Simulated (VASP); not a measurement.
# O2 in VASP: single point with PBEsol

Aim: the single point of O2 with PBEsol.

All numbers are computed with VASP 6.6.1; they aren't measurements. Logs are shortened: lines on timing, memory, paths and dates and some standing lists are left out, and cuts for length are marked.

### 1 The cell of the first run

The cell holds a molecule in a box, 2 atoms: a = 9.000 Å, b = 9.500 Å, c = 10.000 Å, α = 90.00°, β = 90.00°, γ = 90.00°.

### 2 Single point, PBEsol, collinear spin, ferromagnetic start

Input file INCAR:

```
PREC = Accurate ; ENCUT = 1000
EDIFF = 1E-6 ; ISMEAR = -1
SIGMA = 0.02 ; LREAL = False
LASPH = True ; NELM = 200
ALGO = Normal ; ISIF = 2
LWAVE = False ; LCHARG = False
ISPIN = 2 ; MAGMOM = 1 1
LORBIT = 11 ; GGA = PS
NBANDS = 17 ; GGA_COMPAT = False
NELMDL = -8
```

Input file KPOINTS:

```
regular mesh
0
Gamma
  1 1 1
```

Input file POSCAR:

```
O
1.0
    9.0000000000      0.0000000000      0.0000000000
    0.0000000000      9.5000000000      0.0000000000
    0.0000000000      0.0000000000     10.0000000000
O
2
Direct
    0.5000000000      0.5000000000      0.4395070579
    0.5000000000      0.5000000000      0.5604929421
```

Potentials or basis: VASP PAW PBE potentials, release 64 (O_h).

Started as:

```bash
$ cat potpaw_PBE.64/O_h/POTCAR > POTCAR
$ mpirun -np 1 vasp_gam > vasp.out
```

OUTCAR:

```text
PREC = Accurate
   ENCUT = 1000
   EDIFF = 1E-6
   ISMEAR = -1
   LREAL = False
   LASPH = True
   NELM = 200
   ISIF = 2
   ISPIN = 2
   LORBIT = 11
   GGA = PS
   NELMDL = -8

 ion  position               nearest neighbor table
   1  0.500  0.500  0.440-   2 1.21
   2  0.500  0.500  0.560-   1 1.21

  LATTYP: Found a simple orthorhombic cell.
 ALAT       =     9.0000000000
 B/A-ratio  =     1.0555555556
 C/A-ratio  =     1.1111111111

  Lattice vectors:

 A1 = (   9.0000000000,   0.0000000000,   0.0000000000)
 A2 = (   0.0000000000,   9.5000000000,   0.0000000000)
 A3 = (   0.0000000000,   0.0000000000,  10.0000000000)

Analysis of symmetry for initial positions (statically):
=====================================================================
 Subroutine PRICEL returns:
 Original cell was already a primitive cell.

 Routine SETGRP: Setting up the symmetry group for a
 simple orthorhombic supercell.

 Subroutine GETGRP returns: Found  8 space group operations
 (whereof  8 operations were pure point group operations)
 out of a pool of  8 trial point group operations.

The static configuration has the point symmetry D_2h.

Analysis of symmetry for dynamics (positions and initial velocities):
=====================================================================
 Subroutine PRICEL returns:
 Original cell was already a primitive cell.

 Routine SETGRP: Setting up the symmetry group for a
 simple orthorhombic supercell.

 Subroutine GETGRP returns: Found  8 space group operations
 (whereof  8 operations were pure point group operations)
 out of a pool of  8 trial point group operations.

The dynamic configuration has the point symmetry D_2h.

Analysis of structural, dynamic, and magnetic symmetry:
=====================================================================
 Subroutine PRICEL returns:
 Original cell was already a primitive cell.

 Routine SETGRP: Setting up the symmetry group for a
 simple orthorhombic supercell.

 Subroutine GETGRP returns: Found  8 space group operations
 (whereof  8 operations were pure point group operations)
 out of a pool of  8 trial point group operations.

The overall configuration has the point symmetry D_2h.

 Subroutine INISYM returns: Found  8 space group operations
 (whereof  8 operations are pure point group operations),
 and found     1 'primitive' translations

----------------------------------------------------------------------------------------

                                     Primitive cell

  volume of cell :     855.0000

  direct lattice vectors                    reciprocal lattice vectors
     9.000000000  0.000000000  0.000000000     0.111111111  0.000000000  0.000000000
     0.000000000  9.500000000  0.000000000     0.000000000  0.105263158  0.000000000
     0.000000000  0.000000000 10.000000000     0.000000000  0.000000000  0.100000000

  length of vectors
     9.000000000  9.500000000 10.000000000     0.111111111  0.105263158  0.100000000

  position of ions in fractional coordinates (direct lattice)
     0.500000000  0.500000000  0.439507058
     0.500000000  0.500000000  0.560492942

  ion indices of the primitive-cell ions
   primitive index   ion index
                 1           1
                 2           2

----------------------------------------------------------------------------------------

 KPOINTS: regular mesh

Automatic generation of k-mesh.
 Grid dimensions read from file:
 generate k-points for:    1    1    1

 Generating k-lattice:

  Cartesian coordinates                     Fractional coordinates (reciprocal lattice)
     0.111111111  0.000000000  0.000000000     1.000000000  0.000000000  0.000000000
     0.000000000  0.105263158  0.000000000     0.000000000  1.000000000  0.000000000
     0.000000000  0.000000000  0.100000000     0.000000000  0.000000000  1.000000000

  Length of vectors
     0.111111111  0.105263158  0.100000000

  Shift w.r.t. Gamma in fractional coordinates (k-lattice)
     0.000000000  0.000000000  0.000000000

 Subroutine IBZKPT returns following result:
 ===========================================

 Found      1 irreducible k-points:

 Following reciprocal coordinates:
            Coordinates               Weight
  0.000000  0.000000  0.000000      1.000000
   k-points           NKPTS =      1   k-points in BZ     NKDIM =      1   number of bands    NBANDS=     17
   number of dos      NEDOS =    301   number of ions     NIONS =      2
   total plane-waves  NPLWV = ******
   dimension x,y,z NGX =    96 NGY =   98 NGZ =  108
   dimension x,y,z NGXF=   192 NGYF=  196 NGZF=  216
   ions per type =               2
   NGX,Y,Z   is equivalent  to a cutoff of  17.73, 17.15, 17.95 a.u.
   NGXF,Y,Z  is equivalent  to a cutoff of  35.47, 34.30, 35.91 a.u.
 SYSTEM =  unknown system
   PREC   = accura    normal or accurate (medium, high low for compatibility)
   ISTART =      0    job   : 0-new  1-cont  2-samecut
   ICHARG =      2    charge: 1-file 2-atom 10-const
   ISPIN  =      2    spin polarized calculation?
   LNONCOLLINEAR =      F non collinear calculations
   LSORBIT =      F    spin-orbit coupling
   LASPH  =      T    aspherical Exc in radial PAW
   ENCUT  = 1000.0 eV  73.50 Ry    8.57 a.u.  23.21 24.50 25.78*2*pi/ulx,y,z
   NELM   =    200;   NELMIN=  2; NELMDL= -8     # of ELM steps
   EDIFF  = 0.1E-05   stopping-criterion for ELM
   LREAL  =      F    real-space projection
   EDIFFG = 0.1E-04   stopping-criterion for IOM
   NSW    =      0    number of steps for IOM
   IBRION =     -1    ionic relax: 0-MD 1-quasi-New 2-CG
   NFREE  =      0    steps in history (QN), initial steepest desc. (CG)
   ISIF   =      2    stress and relaxation
   ISYM   =      2    0-nonsym 1-usesym 2-fastsym
   POTIM  = 0.5000    time-step for ionic-motion
   TEBEG  =    0.0;   TEEND  =   0.0 temperature during run
   PSTRESS=    0.0 pullay stress
   NELECT =      12.0000    total number of electrons
   NUPDOWN=      -1.0000    fix difference up-down
   EMIN   =  10.00;   EMAX   =-10.00  energy-range for DOS
   EFERMI =   0.00;   METHOD = LEGACY
   ISMEAR =    -1;   SIGMA  =   0.02  broadening in eV -4-tet -1-fermi 0-gaus
   EFERMI_NEDOS =   21; number of points for ismear=-14 and -15
   IALGO  =     38    algorithm
   IMIX   =      4    mixing-type and parameters
     AMIX     =   0.40;   BMIX     =  1.00
     AMIX_MAG =   1.60;   BMIX_MAG =  1.00
  volume/ion in A,a.u.               =     427.50      2884.91
  Fermi-wavevector in a.u.,A,eV,Ry     =   0.394893  0.746240  2.121703  0.155941
  Thomas-Fermi vector in A             =   1.339966
   LORBIT       =     11    0 simple, 1 ext, 2 COOP (PROOUT), +10 PAW based schemes
   GGA     = PS    functional components
   LHFCALC =     F    Hartree Fock is set to
   AEXX    =    0.0000 exact exchange contribution
   IVDW    =     0    specifies the selected vdW correction
   LEPSILON=     F    determine dielectric tensor
   LRPA    =     F    only Hartree local field effects (RPA)
 spin polarized calculation
  energy-cutoff  :     1000.00
  volume of cell :      855.00
 maximum number of plane-waves:     30729
 NGX is ok and might be reduce to    96
   NGX = 47   NGY = 49   NGZ = 51

 number of electron      11.9999996 magnetization       1.9999996

 Free energy of the ion-electron system (eV)
  ---------------------------------------------------
  ext. energy  EPLUGINS =         0.00000000
  ---------------------------------------------------
  free energy    TOTEN  =       -10.45281751 eV

  energy without entropy =      -10.45281751  energy(sigma->0) =      -10.45281751

 E-fermi :  -6.0729     XC(G=0):  -0.6186

 val. band max:       -6.5809892727   @ k =   0.0000   0.0000   0.0000
 cond. band min:      -4.3097719532   @ k =   0.0000   0.0000   0.0000
 fundamental gap:      2.2712173195
 Fermi energy:        -6.0729383399

 spin component 1

 k-point     1 :       0.0000    0.0000    0.0000
  band No.  band energies     occupation
      1     -32.7009      1.00000
      2     -20.2310      1.00000
      3     -13.3826      1.00000
      4     -13.3334      1.00000
      5     -13.3334      1.00000
      6      -6.5810      1.00000
[... 9 lines left out ...]
     16       2.8248      0.00000
     17       2.9162      0.00000
 Fermi energy:        -6.0729383399

 spin component 2

 k-point     1 :       0.0000    0.0000    0.0000
  band No.  band energies     occupation
      1     -31.4690      1.00000
      2     -18.4478      1.00000
      3     -12.3593      1.00000
      4     -11.4946      1.00000
      5     -11.4945      1.00000
      6      -4.3098      0.00000
[... 9 lines left out ...]
     16       2.9938      0.00000
     17       3.0039      0.00000

------------------------ aborting loop because EDIFF is reached ----------------------------------------

  FORCE on cell =-STRESS in cart. coord.  units (eV):
  Direction    XX          YY          ZZ          XY          YZ          ZX
  --------------------------------------------------------------------------------------
  -------------------------------------------------------------------------------------
  Total       -0.0094817     -0.0077619      0.2531947     -0.0000000      0.0000000      0.0000000
  in kB       -0.0177677     -0.0145449      0.4744594     -0.0000000      0.0000000      0.0000000
  external PRESSURE =       0.1473823 kB  Pullay stress =       0.0000000 kB

 VOLUME and BASIS-vectors are now :
 -----------------------------------------------------------------------------
  energy-cutoff  :     1000.00
  volume of cell :      855.00
      direct lattice vectors                 reciprocal lattice vectors
     9.000000000  0.000000000  0.000000000     0.111111111  0.000000000  0.000000000
     0.000000000  9.500000000  0.000000000     0.000000000  0.105263158  0.000000000
     0.000000000  0.000000000 10.000000000     0.000000000  0.000000000  0.100000000

 POSITION                                       TOTAL-FORCE (eV/Angst)
 -----------------------------------------------------------------------------------
      4.50000      4.75000      4.39507         0.000000     -0.000000     -0.216306
      4.50000      4.75000      5.60493         0.000000      0.000000      0.216306
 -----------------------------------------------------------------------------------
    total drift:                                0.000000      0.000000     -0.000000

  FREE ENERGIE OF THE ION-ELECTRON SYSTEM (eV)
  ---------------------------------------------------
  free  energy   TOTEN  =       -10.4528175121 eV

  energy  without entropy=      -10.4528175120  energy(sigma->0) =      -10.45281751

 total charge

# of ion       s       p       d       tot
------------------------------------------
    1        1.082   2.219   0.000   3.302
    2        1.082   2.219   0.000   3.302
--------------------------------------------------
tot          2.165   4.439   0.000   6.604

 magnetization (x)

# of ion       s       p       d       tot
------------------------------------------
    1        0.013   0.606   0.000   0.619
    2        0.013   0.606   0.000   0.619
--------------------------------------------------
tot          0.026   1.213   0.000   1.239
```

Wall time 6 min (1 thread of Intel Xeon Platinum 8488C (Sapphire Rapids), shared host); peak memory 2.2 GiB.

What came out:

```yaml
Free_energy: -10.4528 eV
Largest_force: 0.216 eV/Å
Gap_between_the_frontier_levels: 2.27 eV
Net_moment: 2.00 μB per cell
Site_moments: O +0.62 μB
Valence_electrons_inside_the_program's_atomic_spheres: O 3.30
```

Forces in eV/Å, atoms in the order of the input:
```
O    0.000  0.000 -0.216
O    0.000  0.000  0.216
```

Levels at points of the mesh, in eV from the valence-band top:
Spin up:
```tsv
k point	band 5	band 6	band 7	band 8	band 9	band 10
(0.00, 0.00, 0.00)	-6.75	0.00	0.00	6.33	7.56	7.89
```
Spin down:
| k point | band 2 | band 3 | band 4 | band 5 | band 6 | band 7 | band 8 | band 9 |
| --- | --- | --- | --- | --- | --- | --- | --- | --- |
| (0.00, 0.00, 0.00) | -11.87 | -5.78 | -4.91 | -4.91 | 2.27 | 2.27 | 6.44 | 7.78 |

Caveat: the PAW data sets were made with another functional, which shifts forces and pressure a little.
